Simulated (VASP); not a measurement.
# Ti3SiN3 in VASP: notebook

Runs on Ti3SiN3. Level: PBE. Tasks: single point.

All numbers are computed with VASP 6.6.1; they aren't measurements. Logs are shortened: lines on timing, memory, paths and dates and some standing lists are left out, and cuts for length are marked.

## 1. The cell of the first run

The cell holds a slab with vacuum, 7 atoms: a = 3.003 Å, b = 3.003 Å, c = 21.554 Å, α = 90.00°, β = 90.00°, γ = 120.00°.

## 2. Single point, PBE

File INCAR:

```
PREC = Accurate
ENCUT = 520
EDIFF = 1E-7
ISMEAR = 0
SIGMA = 0.1
LREAL = F
LASPH = T
NELM = 100
ALGO = Normal
ISIF = 2
LWAVE = F
LCHARG = T
LDIPOL = T
IDIPOL = 3
DIPOL = 0.5 0.5 0.363
GGA = PE
LELF = T
LVHAR = T
LVACPOTAV = T
NBANDS = 36
```

File KPOINTS:

```
Automatic mesh
0
Gamma
  9 9 1
```

File POSCAR:

```
Ti3SiN3
1.0
    3.0028555065      0.0000000000      0.0000000000
   -1.5014277533      2.6005491526      0.0000000000
    0.0000000000      0.0000000000     21.5541471922
N Ti Si
3 3 1
Direct
    0.3333333333      0.6666666667      0.1855791354
    0.0000000000      0.0000000000      0.2993308525
    0.6666666667      0.3333333333      0.4147299352
    0.6666666667      0.3333333333      0.2424549940
    0.3333333333      0.6666666667      0.3575097830
    0.0000000000      0.0000000000      0.4664599858
    0.0000000000      0.3333333333      0.5747243135
```

Potentials or basis: VASP PAW PBE potentials, release 64 (N, Ti_sv, Si).

Command:

```
cat potpaw_PBE.64/N/POTCAR potpaw_PBE.64/Ti_sv/POTCAR potpaw_PBE.64/Si/POTCAR > POTCAR
mpirun -np 1 vasp_std > vasp.out
```

OUTCAR:

```text
PREC = Accurate
   ENCUT = 520
   EDIFF = 1E-7
   ISMEAR = 0
   LREAL = F
   LASPH = T
   NELM = 100
   ISIF = 2
   GGA = PE

 ion  position               nearest neighbor table
   1  0.333  0.667  0.186-   4 2.12   4 2.12   4 2.12
   2  0.000  0.000  0.299-   4 2.12   4 2.12   4 2.12   5 2.14   5 2.14   5 2.14
   3  0.667  0.333  0.415-   6 2.06   6 2.06   6 2.06   5 2.13   5 2.13   5 2.13
   4  0.667  0.333  0.242-   2 2.12   2 2.12   2 2.12   1 2.12   1 2.12   1 2.12
   5  0.333  0.667  0.358-   3 2.13   3 2.13   3 2.13   2 2.14   2 2.14   2 2.14   6 2.92   6 2.92
                             6 2.92
   6  0.000  0.000  0.466-   3 2.06   3 2.06   3 2.06   7 2.54   5 2.92   5 2.92   5 2.92
   7  0.000  0.333  0.575-   6 2.54

  LATTYP: Found a hexagonal cell.
 ALAT       =     3.0028555065
 C/A-ratio  =     7.1778835663

  Lattice vectors:

 A1 = (   3.0028555065,   0.0000000000,   0.0000000000)
 A2 = (  -1.5014277533,   2.6005491526,   0.0000000000)
 A3 = (   0.0000000000,   0.0000000000,  21.5541471922)

Analysis of symmetry for initial positions (statically):
=====================================================================
 Subroutine PRICEL returns:
 Original cell was already a primitive cell.

 Routine SETGRP: Setting up the symmetry group for a
 hexagonal supercell.

 Subroutine GETGRP returns: Found  1 space group operations
 (whereof  1 operations were pure point group operations)
 out of a pool of 24 trial point group operations.

The static configuration has the point symmetry C_1 .

Analysis of symmetry for dynamics (positions and initial velocities):
=====================================================================
 Subroutine PRICEL returns:
 Original cell was already a primitive cell.

 Routine SETGRP: Setting up the symmetry group for a
 hexagonal supercell.

 Subroutine GETGRP returns: Found  1 space group operations
 (whereof  1 operations were pure point group operations)
 out of a pool of 24 trial point group operations.

The dynamic configuration has the point symmetry C_1 .

 Subroutine INISYM returns: Found  1 space group operations
 (whereof  1 operations are pure point group operations),
 and found     1 'primitive' translations

----------------------------------------------------------------------------------------

                                     Primitive cell

  volume of cell :     168.3179

  direct lattice vectors                    reciprocal lattice vectors
     3.002855506  0.000000000  0.000000000     0.333016357  0.192267083  0.000000000
    -1.501427753  2.600549153  0.000000000     0.000000000  0.384534166  0.000000000
     0.000000000  0.000000000 21.554147192     0.000000000  0.000000000  0.046394784

  length of vectors
     3.002855506  3.002855507 21.554147192     0.384534166  0.384534166  0.046394784

  position of ions in fractional coordinates (direct lattice)
     0.333333333  0.666666667  0.185579135
     0.000000000  0.000000000  0.299330852
     0.666666667  0.333333333  0.414729935
     0.666666667  0.333333333  0.242454994
     0.333333333  0.666666667  0.357509783
     0.000000000  0.000000000  0.466459986
     0.000000000  0.333333333  0.574724313

  ion indices of the primitive-cell ions
   primitive index   ion index
                 1           1
                 2           2
                 3           3
                 4           4
                 5           5
                 6           6
                 7           7

----------------------------------------------------------------------------------------

 KPOINTS: Automatic mesh

Automatic generation of k-mesh.
 Grid dimensions read from file:
 generate k-points for:    9    9    1

 Generating k-lattice:

  Cartesian coordinates                     Fractional coordinates (reciprocal lattice)
     0.037001817  0.021363009  0.000000000     0.111111111  0.000000000  0.000000000
     0.000000000  0.042726018  0.000000000     0.000000000  0.111111111  0.000000000
     0.000000000  0.000000000  0.046394784     0.000000000  0.000000000  1.000000000

  Length of vectors
     0.042726018  0.042726018  0.046394784

  Shift w.r.t. Gamma in fractional coordinates (k-lattice)
     0.000000000  0.000000000  0.000000000

 Subroutine IBZKPT returns following result:
 ===========================================

 Found     41 irreducible k-points:

 Following reciprocal coordinates:
            Coordinates               Weight
  0.000000  0.000000  0.000000      1.000000
  0.111111  0.000000  0.000000      2.000000
  0.000000  0.111111  0.000000      2.000000
 -0.111111  0.111111  0.000000      2.000000
  0.222222 -0.000000  0.000000      2.000000
  0.000000  0.222222  0.000000      2.000000
[... 16 lines left out ...]
  0.333333  0.111111  0.000000      2.000000
 -0.111111  0.444444  0.000000      2.000000
 [... further k-points ...]
   k-points           NKPTS =     41   k-points in BZ     NKDIM =     41   number of bands    NBANDS=     36
   number of dos      NEDOS =    301   number of ions     NIONS =      7
   total plane-waves  NPLWV =  92160
   dimension x,y,z NGX =    24 NGY =   24 NGZ =  160
   dimension x,y,z NGXF=    48 NGYF=   48 NGZF=  320
   ions per type =               3   3   1
   NGX,Y,Z   is equivalent  to a cutoff of  13.29, 13.29, 12.34 a.u.
   NGXF,Y,Z  is equivalent  to a cutoff of  26.57, 26.57, 24.68 a.u.
 SYSTEM =  unknown system
   PREC   = accura    normal or accurate (medium, high low for compatibility)
   ISTART =      0    job   : 0-new  1-cont  2-samecut
   ICHARG =      2    charge: 1-file 2-atom 10-const
   ISPIN  =      1    spin polarized calculation?
   LNONCOLLINEAR =      F non collinear calculations
   LSORBIT =      F    spin-orbit coupling
   LASPH  =      T    aspherical Exc in radial PAW
   ENCUT  =  520.0 eV  38.22 Ry    6.18 a.u.   5.58  5.58 40.08*2*pi/ulx,y,z
   NELM   =    100;   NELMIN=  2; NELMDL= -5     # of ELM steps
   EDIFF  = 0.1E-06   stopping-criterion for ELM
   LREAL  =      F    real-space projection
   EDIFFG = 0.1E-05   stopping-criterion for IOM
   NSW    =      0    number of steps for IOM
   IBRION =     -1    ionic relax: 0-MD 1-quasi-New 2-CG
   NFREE  =      0    steps in history (QN), initial steepest desc. (CG)
   ISIF   =      2    stress and relaxation
   ISYM   =      2    0-nonsym 1-usesym 2-fastsym
   POTIM  = 0.5000    time-step for ionic-motion
   TEBEG  =    0.0;   TEEND  =   0.0 temperature during run
   PSTRESS=    0.0 pullay stress
   NELECT =      55.0000    total number of electrons
   NUPDOWN=      -1.0000    fix difference up-down
   EMIN   =  10.00;   EMAX   =-10.00  energy-range for DOS
   EFERMI =   0.00;   METHOD = LEGACY
   ISMEAR =     0;   SIGMA  =   0.10  broadening in eV -4-tet -1-fermi 0-gaus
   EFERMI_NEDOS =   21; number of points for ismear=-14 and -15
   IALGO  =     38    algorithm
   IMIX   =      4    mixing-type and parameters
     AMIX     =   0.40;   BMIX     =  1.00
     AMIX_MAG =   1.60;   BMIX_MAG =  1.00
  volume/ion in A,a.u.               =      24.05       162.27
  Fermi-wavevector in a.u.,A,eV,Ry     =   1.127593  2.130841 17.299337  1.271465
  Thomas-Fermi vector in A             =   2.264279
   LORBIT       =      0    0 simple, 1 ext, 2 COOP (PROOUT), +10 PAW based schemes
   GGA     = PE    functional components
   LHFCALC =     F    Hartree Fock is set to
   AEXX    =    0.0000 exact exchange contribution
   IVDW    =     0    specifies the selected vdW correction
   LEPSILON=     F    determine dielectric tensor
   LRPA    =     F    only Hartree local field effects (RPA)
 non-spin polarized calculation
 Gauss-broadening in eV      SIGMA  =   0.10
  energy-cutoff  :      520.00
  volume of cell :      168.32
 maximum number of plane-waves:      4581
   NGX = 11   NGY = 11   NGZ = 81

 dipolmoment           0.000000      0.000000      0.023352 electrons x Angstroem

 number of electron      55.0000014 magnetization

 dipolmoment           0.000000      0.000000     -0.124484 electrons x Angstroem

 Free energy of the ion-electron system (eV)
  ---------------------------------------------------
  ext. energy  EPLUGINS =         0.00000000
  ---------------------------------------------------
  free energy    TOTEN  =       -59.87958293 eV

  energy without entropy =      -59.86124252  energy(sigma->0) =      -59.87041272

 E-fermi :   0.5299     XC(G=0):  -6.4410

 val. band max:        0.5119211515   @ k =   0.2222   0.1111   0.0000
 cond. band min:       0.5503789203   @ k =   0.1111   0.2222   0.0000
 fundamental gap:      0.0384577688
 Fermi energy:         0.5299200644

 k-point     1 :       0.0000    0.0000    0.0000
  band No.  band energies     occupation
      1     -57.0608      2.00000
      2     -56.4633      2.00000
      3     -55.9998      2.00000
      4     -33.4771      2.00000
      5     -33.1194      2.00000
      6     -33.1159      2.00000
[... 28 lines left out ...]
     35       2.8684      0.00000
     36       2.8715      0.00000

 k-point     2 :       0.1111    0.0000    0.0000
  band No.  band energies     occupation
      1     -57.0533      2.00000
      2     -56.4564      2.00000
      3     -55.9927      2.00000
      4     -33.4609      2.00000
      5     -33.1766      2.00000
      6     -33.1318      2.00000
[... 28 lines left out ...]
     35       3.1506      0.00000
     36       3.1999      0.00000

 k-point     3 :       0.0000    0.1111    0.0000
  band No.  band energies     occupation
      1     -57.0533      2.00000
      2     -56.4564      2.00000
      3     -55.9927      2.00000
      4     -33.4607      2.00000
      5     -33.1793      2.00000
      6     -33.1292      2.00000
[... 28 lines left out ...]
     35       3.1598      0.00000
     36       3.2097      0.00000

 k-point     4 :      -0.1111    0.1111    0.0000
  band No.  band energies     occupation
      1     -57.0533      2.00000
      2     -56.4564      2.00000
      3     -55.9927      2.00000
      4     -33.4608      2.00000
      5     -33.1792      2.00000
      6     -33.1291      2.00000
[... 28 lines left out ...]
     35       3.1584      0.00000
     36       3.2032      0.00000

 k-point     5 :       0.2222   -0.0000    0.0000
  band No.  band energies     occupation
      1     -57.0342      2.00000
      2     -56.4387      2.00000
      3     -55.9747      2.00000
      4     -33.4217      2.00000
      5     -33.3225      2.00000
      6     -33.1631      2.00000
[... 655 lines left out ...]
 k-point    22 :       0.3333   -0.1111    0.0000
  band No.  band energies     occupation
      1     -57.0195      2.00000
      2     -56.4251      2.00000
      3     -55.9609      2.00000
      4     -33.4226      2.00000
      5     -33.3827      2.00000
      6     -33.2058      2.00000
[... 28 lines left out ...]
     35       3.2722      0.00000
     36       3.5899      0.00000

 k-point    23 :       0.3333    0.1111    0.0000
  band No.  band energies     occupation
      1     -57.0014      2.00000
      2     -56.4083      2.00000
      3     -55.9438      2.00000
      4     -33.5372      2.00000
      5     -33.3536      2.00000
      6     -33.2465      2.00000
[... 28 lines left out ...]
     35       3.4358      0.00000
     36       3.8287      0.00000

 k-point    24 :      -0.1111    0.4444    0.0000
  band No.  band energies     occupation
      1     -57.0014      2.00000
      2     -56.4083      2.00000
      3     -55.9438      2.00000
      4     -33.5405      2.00000
      5     -33.3497      2.00000
      6     -33.2438      2.00000
[... 28 lines left out ...]
     35       3.4293      0.00000
     36       3.8341      0.00000

 [... further k-points ...]
[... 5 lines left out ...]
  --------------------------------------------------------------------------------------
  -------------------------------------------------------------------------------------
  Total       -3.4022693     -2.6176675     -2.9749736     -0.4181639      1.6157996     -0.6040711
  in kB      -32.3853745    -24.9169402    -28.3180510     -3.9804009     15.3804034     -5.7500056
  external PRESSURE =     -28.5401219 kB  Pullay stress =       0.0000000 kB

 VOLUME and BASIS-vectors are now :
 -----------------------------------------------------------------------------
  energy-cutoff  :      520.00
  volume of cell :      168.32
      direct lattice vectors                 reciprocal lattice vectors
     3.002855506  0.000000000  0.000000000     0.333016357  0.192267083  0.000000000
    -1.501427753  2.600549153  0.000000000     0.000000000  0.384534166  0.000000000
     0.000000000  0.000000000 21.554147192     0.000000000  0.000000000  0.046394784

 POSITION                                       TOTAL-FORCE (eV/Angst)
 -----------------------------------------------------------------------------------
     -0.00000      1.73370      4.00000         0.003702      0.003251      4.229119
      0.00000      0.00000      6.45182         0.004821      0.000235      1.316291
      1.50143      0.86685      8.93915        -0.004981     -0.180434     -0.194449
      1.50143      0.86685      5.22591         0.002111     -0.002336     -5.497738
     -0.00000      1.73370      7.70582        -0.021686     -0.000850     -0.278223
      0.00000      0.00000     10.05415         0.277580     -0.429237      0.423929
     -0.50048      0.86685     12.38769        -0.261547      0.609372      0.001070
 -----------------------------------------------------------------------------------
    total drift:                                0.000060      0.000023     -0.000236

  FREE ENERGIE OF THE ION-ELECTRON SYSTEM (eV)
  ---------------------------------------------------
  free  energy   TOTEN  =       -59.8795829296 eV

  energy  without entropy=      -59.8612425191  energy(sigma->0) =      -59.87041272

 vacuum level on the upper side and lower side of the slab         5.916         8.801
```

Wall time 4.3 min (1 thread of Intel Xeon 6975P-C (Granite Rapids), shared host); peak memory 0.42 GiB.

Results:

* Free energy: -59.8796 eV
* Largest force: 5.498 eV/Å
* Band gap on the k mesh: zero (an odd number of electrons rules out a gap without spin polarisation)

Forces in eV/Å, atoms in the order of the input:
```
N    0.004  0.003  4.229
N    0.005  0.000  1.316
N   -0.005 -0.180 -0.194
Ti   0.002 -0.002 -5.498
Ti  -0.022 -0.001 -0.278
Ti   0.278 -0.429  0.424
Si  -0.262  0.609  0.001
```

(Continued in part 2 of 2.)
